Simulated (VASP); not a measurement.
# Li (P1) in VASP: relaxation of cell and atoms with PBE

Aim: the relaxation of cell and atoms of Li with PBE.

Program: VASP 6.6.1. These are calculated values, not measurements. Logs are shortened: lines on timing, memory, paths and dates and some standing lists are left out, and cuts for length are marked.

**1. The cell of the first run**

The typed cell holds 4 atoms: a = 2.727 Å, b = 5.992 Å, c = 5.977 Å, α = 119.63°, β = 88.29°, γ = 91.23°.

**2. Relaxation of cell and atoms, PBE**

Input file INCAR:

```
SYSTEM = Li
  PREC = Accurate
  ENCUT = 600
  EDIFF = 1E-6
  ISMEAR = 0
  SIGMA = 0.2
  LREAL = .False.
  LASPH = .True.
  NELM = 80
  ALGO = Fast
  ISIF = 3
  LWAVE = .False.
  LCHARG = .False.
  GGA = PE
  IBRION = 2
  NSW = 80
  EDIFFG = -0.025
```

Input file KPOINTS:

```
regular mesh
0
Gamma
  8 4 4
  0 0 0
```

Input file POSCAR:

```
Li
1.0
    0.0294618087     -0.0303897939      2.7262178309
   -5.9916092916     -0.0239759095     -0.0637144262
    2.9750340572     -5.1836082604      0.0887922806
Li
4
Direct
   -0.0256749513      0.0006547911      0.0113527941
    0.9921583688      0.4969864404      0.4901016978
    0.0257624200      1.0095937802      0.5079548564
    0.0077541625      0.4927649883     -0.0094093484
```

Potentials or basis: VASP PAW PBE potentials, release 64 (Li_sv).

Launch:

```
$ cat potpaw_PBE.64/Li_sv/POTCAR > POTCAR
$ mpirun -np 1 vasp_std > vasp.out
```

OUTCAR:

```text
SYSTEM = Li
   PREC = Accurate
   ENCUT = 600
   EDIFF = 1E-6
   ISMEAR = 0
   LREAL = .False.
   LASPH = .True.
   NELM = 80
   ISIF = 3
   GGA = PE
   IBRION = 2
   NSW = 80
   EDIFFG = -0.025

 ion  position               nearest neighbor table
   1  0.974  0.001  0.011-
   2  0.992  0.497  0.490-
   3  0.026  0.010  0.508-
   4  0.008  0.493  0.991-

  LATTYP: Found a triclinic cell.
 ALAT       =     5.9773327085
 B/A-ratio  =     1.7385512672
 C/A-ratio  =     1.1102012961
 COS(alpha) =     0.0019462496
 COS(beta)  =     0.4586784458
 COS(gamma) =     0.8653250984

  Lattice vectors:

 A1 = (  -2.9750340572,   5.1836082604,  -0.0887922806)
 A2 = (   0.0415411772,  10.3911924303,  -0.1138701350)
 A3 = (  -6.0210711003,   0.0064138844,  -2.7899322571)

Analysis of symmetry for initial positions (statically):
=====================================================================
 Subroutine PRICEL returns:
 Original cell was already a primitive cell.

 Routine SETGRP: Setting up the symmetry group for a
 triclinic supercell.

 Subroutine GETGRP returns: Found  1 space group operations
 (whereof  1 operations were pure point group operations)
 out of a pool of  2 trial point group operations.

The static configuration has the point symmetry C_1 .

Analysis of symmetry for dynamics (positions and initial velocities):
=====================================================================
 Subroutine PRICEL returns:
 Original cell was already a primitive cell.

 Routine SETGRP: Setting up the symmetry group for a
 triclinic supercell.

 Subroutine GETGRP returns: Found  1 space group operations
 (whereof  1 operations were pure point group operations)
 out of a pool of  2 trial point group operations.

The dynamic configuration has the point symmetry C_1 .

 Subroutine INISYM returns: Found  1 space group operations
 (whereof  1 operations are pure point group operations),
 and found     1 'primitive' translations

----------------------------------------------------------------------------------------

                                     Primitive cell

  volume of cell :      84.8456

  direct lattice vectors                    reciprocal lattice vectors
     0.029461809 -0.030389794  2.726217831    -0.003917701  0.004036229  0.366895877
    -5.991609292 -0.023975909 -0.063714426    -0.166525480 -0.095561575  0.000734367
     2.975034057 -5.183608260  0.088792281     0.000793204 -0.192497472 -0.002154387

  length of vectors
     2.726546387  5.991996018  5.977332708     0.366938993  0.191998150  0.192511161

  position of ions in fractional coordinates (direct lattice)
     0.974325049  0.000654791  0.011352794
     0.992158369  0.496986440  0.490101698
     0.025762420  0.009593780  0.507954856
     0.007754162  0.492764988  0.990590652

  ion indices of the primitive-cell ions
   primitive index   ion index
                 1           1
                 2           2
                 3           3
                 4           4

----------------------------------------------------------------------------------------

 KPOINTS: regular mesh

Automatic generation of k-mesh.
 Grid dimensions read from file:
 generate k-points for:    8    4    4

 Generating k-lattice:

  Cartesian coordinates                     Fractional coordinates (reciprocal lattice)
    -0.000489713  0.000504529  0.045861985     0.125000000  0.000000000  0.000000000
    -0.041631370 -0.023890394  0.000183592     0.000000000  0.250000000 -0.000000000
     0.000198301 -0.048124368 -0.000538597     0.000000000 -0.000000000  0.250000000

  Length of vectors
     0.045867374  0.047999537  0.048127790

  Shift w.r.t. Gamma in fractional coordinates (k-lattice)
     0.000000000  0.000000000  0.000000000

 Subroutine IBZKPT returns following result:
 ===========================================

 Found     68 irreducible k-points:

 Following reciprocal coordinates:
            Coordinates               Weight
  0.000000  0.000000  0.000000      1.000000
  0.125000  0.000000  0.000000      2.000000
  0.250000  0.000000  0.000000      2.000000
  0.375000  0.000000  0.000000      2.000000
  0.500000  0.000000  0.000000      1.000000
 -0.000000  0.250000  0.000000      2.000000
[... 16 lines left out ...]
  0.500000  0.000000  0.250000      2.000000
 -0.375000 -0.000000  0.250000      2.000000
 [... further k-points ...]
   k-points           NKPTS =     68   k-points in BZ     NKDIM =     68   number of bands    NBANDS=     10
   number of dos      NEDOS =    301   number of ions     NIONS =      4
   total plane-waves  NPLWV =  55296
   dimension x,y,z NGX =    24 NGY =   48 NGZ =   48
   dimension x,y,z NGXF=    48 NGYF=   96 NGZF=   96
   ions per type =               4
   NGX,Y,Z   is equivalent  to a cutoff of  14.63, 13.32, 13.35 a.u.
   NGXF,Y,Z  is equivalent  to a cutoff of  29.27, 26.63, 26.70 a.u.
 SYSTEM =  Li
   PREC   = accura    normal or accurate (medium, high low for compatibility)
   ISTART =      0    job   : 0-new  1-cont  2-samecut
   ICHARG =      2    charge: 1-file 2-atom 10-const
   ISPIN  =      1    spin polarized calculation?
   LNONCOLLINEAR =      F non collinear calculations
   LSORBIT =      F    spin-orbit coupling
   LASPH  =      T    aspherical Exc in radial PAW
   ENCUT  =  600.0 eV  44.10 Ry    6.64 a.u.   5.45 11.97 11.94*2*pi/ulx,y,z
   NELM   =     80;   NELMIN=  2; NELMDL= -5     # of ELM steps
   EDIFF  = 0.1E-05   stopping-criterion for ELM
   LREAL  =      F    real-space projection
   EDIFFG = -.3E-01   stopping-criterion for IOM
   NSW    =     80    number of steps for IOM
   IBRION =      2    ionic relax: 0-MD 1-quasi-New 2-CG
   NFREE  =      1    steps in history (QN), initial steepest desc. (CG)
   ISIF   =      3    stress and relaxation
   ISYM   =      2    0-nonsym 1-usesym 2-fastsym
   POTIM  = 0.5000    time-step for ionic-motion
   TEBEG  =    0.0;   TEEND  =   0.0 temperature during run
   PSTRESS=    0.0 pullay stress
   NELECT =      12.0000    total number of electrons
   NUPDOWN=      -1.0000    fix difference up-down
   EMIN   =  10.00;   EMAX   =-10.00  energy-range for DOS
   EFERMI =   0.00;   METHOD = LEGACY
   ISMEAR =     0;   SIGMA  =   0.20  broadening in eV -4-tet -1-fermi 0-gaus
   EFERMI_NEDOS =   21; number of points for ismear=-14 and -15
   IALGO  =     68    algorithm
   IMIX   =      4    mixing-type and parameters
     AMIX     =   0.40;   BMIX     =  1.00
     AMIX_MAG =   1.60;   BMIX_MAG =  1.00
  volume/ion in A,a.u.               =      21.21       143.14
  Fermi-wavevector in a.u.,A,eV,Ry     =   0.852954  1.611849  9.898651  0.727530
  Thomas-Fermi vector in A             =   1.969322
   LORBIT       =      0    0 simple, 1 ext, 2 COOP (PROOUT), +10 PAW based schemes
   GGA     = PE    functional components
   LHFCALC =     F    Hartree Fock is set to
   AEXX    =    0.0000 exact exchange contribution
   IVDW    =     0    specifies the selected vdW correction
   LEPSILON=     F    determine dielectric tensor
   LRPA    =     F    only Hartree local field effects (RPA)
 conjugate gradient relaxation of ions
 non-spin polarized calculation
 RMM-DIIS sequential band-by-band and
 Gauss-broadening in eV      SIGMA  =   0.20
  energy-cutoff  :      600.00
  volume of cell :       84.85
 maximum number of plane-waves:      2858
 NGX is ok and might be reduce to    24
   NGX = 11   NGY = 23   NGZ = 23

--------------------------------------- Ionic step        1  -------------------------------------------

 number of electron      12.0000002 magnetization

 Free energy of the ion-electron system (eV)
  ---------------------------------------------------
  ext. energy  EPLUGINS =         0.00000000
  ---------------------------------------------------
  free energy    TOTEN  =        -7.35201803 eV

  energy without entropy =       -7.29838526  energy(sigma->0) =       -7.32520164

------------------------ aborting loop because EDIFF is reached ----------------------------------------

  FORCE on cell =-STRESS in cart. coord.  units (eV):
  Direction    XX          YY          ZZ          XY          YZ          ZX
  --------------------------------------------------------------------------------------
  -------------------------------------------------------------------------------------
  Total       -0.5648178     -0.5497284      0.1222495      0.0212796     -0.0680899      0.0681007
  in kB      -10.6657122    -10.3807728      2.3084932      0.4018332     -1.2857736      1.2859761
  external PRESSURE =      -6.2459973 kB  Pullay stress =       0.0000000 kB
[... 95 lines left out ...]
  FREE ENERGIE OF THE ION-ELECTRON SYSTEM (eV)
  ---------------------------------------------------
  free  energy   TOTEN  =        -7.3684659737 eV

  energy  without entropy=       -7.3211926320  energy(sigma->0) =       -7.34482930

[... ionic steps 4 to 30 ...]

--------------------------------------- Ionic step       31  -------------------------------------------

 number of electron      12.0000000 magnetization

------------------------ aborting loop because EDIFF is reached ----------------------------------------
[... 71 lines left out ...]
--------------------------------------- Ionic step       33  -------------------------------------------

 number of electron      12.0000001 magnetization

 Free energy of the ion-electron system (eV)
  ---------------------------------------------------
  ext. energy  EPLUGINS =         0.00000000
  ---------------------------------------------------
  free energy    TOTEN  =        -7.57563238 eV

  energy without entropy =       -7.53398572  energy(sigma->0) =       -7.55480905

 E-fermi :   0.6577     XC(G=0):  -7.1202

 val. band max:        0.6302540166   @ k =   0.2500   0.5000   0.5000
 cond. band min:       0.6927816952   @ k =   0.1250  -0.2500   0.2500
 fundamental gap:      0.0625276786
 Fermi energy:         0.6576953605

 k-point     1 :       0.0000    0.0000    0.0000
  band No.  band energies     occupation
      1     -45.8004      2.00000
      2     -45.7824      2.00000
      3     -45.7819      2.00000
      4     -45.7783      2.00000
      5      -2.8833      2.00000
      6       0.5019      1.72939
      7       0.5297      1.63447
      8       1.3648      0.00000
      9       3.4924      0.00000
     10       3.5336      0.00000
[... 287 lines left out ...]
 k-point    24 :      -0.3750   -0.0000    0.2500
  band No.  band energies     occupation
      1     -45.7792      2.00000
      2     -45.7732      2.00000
      3     -45.7722      2.00000
      4     -45.7694      2.00000
      5       0.1602      1.99957
      6       0.7989      0.31796
      7       0.8853      0.10748
      8       3.3026      0.00000
      9       4.7494      0.00000
     10       5.3602      0.00000

 [... further k-points ...]

------------------------ aborting loop because EDIFF is reached ----------------------------------------

  FORCE on cell =-STRESS in cart. coord.  units (eV):
  Direction    XX          YY          ZZ          XY          YZ          ZX
  --------------------------------------------------------------------------------------
  -------------------------------------------------------------------------------------
  Total        0.0024317     -0.0302754     -0.0073304     -0.0124732     -0.0159045      0.0102461
  in kB        0.0495656     -0.6171188     -0.1494188     -0.2542467     -0.3241894      0.2088516
  external PRESSURE =      -0.2389906 kB  Pullay stress =       0.0000000 kB
[... 19 lines left out ...]
  FREE ENERGIE OF THE ION-ELECTRON SYSTEM (eV)
  ---------------------------------------------------
  free  energy   TOTEN  =        -7.5756323800 eV

  energy  without entropy=       -7.5339857240  energy(sigma->0) =       -7.55480905

 reached required accuracy - stopping structural energy minimisation
```

It took 54 min on 1 thread of AMD EPYC 7R13, shared host; peak memory 0.23 GiB.

What came out:

| Property | Result |
| --- | --- |
| Free energy | -7.5756 eV |
| Relaxed volume | 19.65 Å³/atom |
| Relaxed cell | a = 2.825 Å, b = 6.006 Å, c = 6.005 Å, α = 119.76°, β = 66.87°, γ = 113.61° |
| Space group after relaxing (to 0.1 Å) | P-1 (No. 2) |
| Energy gained by relaxing | 55.9 meV/atom |
| Ionic steps | 33 |
| Pressure after relaxing | 0.0 GPa |
| Largest force after relaxing | 0.023 eV/Å |
| Band gap on the k mesh | zero (bands 6 and 7 overlap by 3.36 eV) |

Forces in eV/Å, atoms in the order of the input:
```
Li  -0.001  0.019  0.005
Li   0.001  0.006 -0.015
Li  -0.005 -0.009 -0.006
Li   0.005 -0.016  0.017
```

Step by step:
```
step  energy change (eV)  largest force (eV/Å)  pressure (GPa)  volume (Å³)
   1              0.0000                0.0843           -0.62        84.85
   2             -0.0078                0.0801           -0.47        83.83
   3             -0.0164                0.0690           -0.09        81.17
   4             -0.0190                0.0598           -0.02        80.60
   5             -0.0220                0.0466            0.15        79.46
   6             -0.0223                0.0449            0.25        78.89
   7             -0.0256                0.0467            0.20        79.15
   8             -0.0347                0.0748            0.06        79.92
   9             -0.0502                0.1393           -0.13        81.29
  10             -0.0802                0.2630           -0.38        83.30
  11             -0.0816                0.2648           -0.40        83.36
  12             -0.0850                0.2703           -0.45        83.55
  13             -0.0881                0.2807           -0.55        83.89
  14             -0.0918                0.2768           -0.54        83.72
  15             -0.1026                0.2650           -0.49        83.20
  16             -0.1222                0.2402           -0.38        82.16
  17             -0.1519                0.1873           -0.13        80.08
  18             -0.1646                0.1518            0.58        75.91
  19             -0.1681                0.1402            0.32        77.24
  20             -0.1745                0.1210            0.20        77.78
  21             -0.1853                0.0960           -0.16        79.41
  22             -0.1864                0.1005           -0.28        80.07
  23             -0.1942                0.0956           -0.18        79.56
  24             -0.2089                0.0883            0.14        77.98
  25             -0.1963                0.1518            0.88        74.74
  26             -0.2110                0.0974            0.35        77.03
  27             -0.2185                0.0653            0.02        78.36
  28             -0.2194                0.0522           -0.18        79.08
  29             -0.2217                0.0296            0.01        78.36
  30             -0.2218                0.0359            0.07        78.09
  31             -0.2227                0.0308            0.02        78.41
  32             -0.2231                0.0257           -0.11        79.01
  33             -0.2236                0.0232           -0.02        78.60
```

Final structure:
```yaml
crystal:
  lattice:
    - [0.57436, -0.32077, 2.74747]
    - [-5.87060, -0.13168, -1.26181]
    - [2.90165, -5.11349, 1.22188]
  atoms:
    - { symbol: Li, position: [0.97609, 0.99900, 0.00438] }
    - { symbol: Li, position: [0.03182, 0.50343, 0.49831] }
    - { symbol: Li, position: [0.02586, 0.00114, 0.49953] }
    - { symbol: Li, position: [0.96623, 0.49643, 0.99779] }
```

Levels at points of the mesh, in eV from the Fermi level:
| k point | band 3 | band 4 | band 5 | band 6 | band 7 | band 8 | band 9 | band 10 |
| --- | --- | --- | --- | --- | --- | --- | --- | --- |
| (0.00, 0.00, 0.00) | -46.44 | -46.44 | -3.54 | -0.16 | -0.13 | 0.71 | 2.83 | 2.88 |
| (0.50, 0.00, 0.00) | -46.43 | -46.43 | -0.10 | 0.69 | 2.10 | 2.17 | 2.95 | 3.96 |
| (0.00, 0.50, 0.00) | -46.44 | -46.44 | -2.46 | -2.46 | 0.05 | 0.10 | 4.33 | 4.40 |
| (0.50, 0.50, 0.00) | -46.43 | -46.43 | 0.71 | 0.73 | 1.18 | 1.25 | 4.05 | 4.08 |
| (0.00, 0.00, 0.50) | -46.44 | -46.44 | -2.47 | -2.46 | 0.06 | 0.13 | 4.35 | 4.42 |
| (0.50, 0.00, 0.50) | -46.43 | -46.43 | 0.60 | 0.94 | 1.01 | 1.35 | 3.80 | 4.24 |
| (0.00, 0.50, 0.50) | -46.44 | -46.44 | -2.24 | -2.24 | -0.51 | -0.48 | 4.74 | 4.79 |
| (0.50, 0.50, 0.50) | -46.43 | -46.43 | -0.09 | -0.04 | 3.58 | 3.60 | 4.00 | 4.01 |

Caveat: the cutoff is under 1.25 times the usual one of these potentials, so pressure, stress and relaxed cells hold a basis-set (Pulay) error.
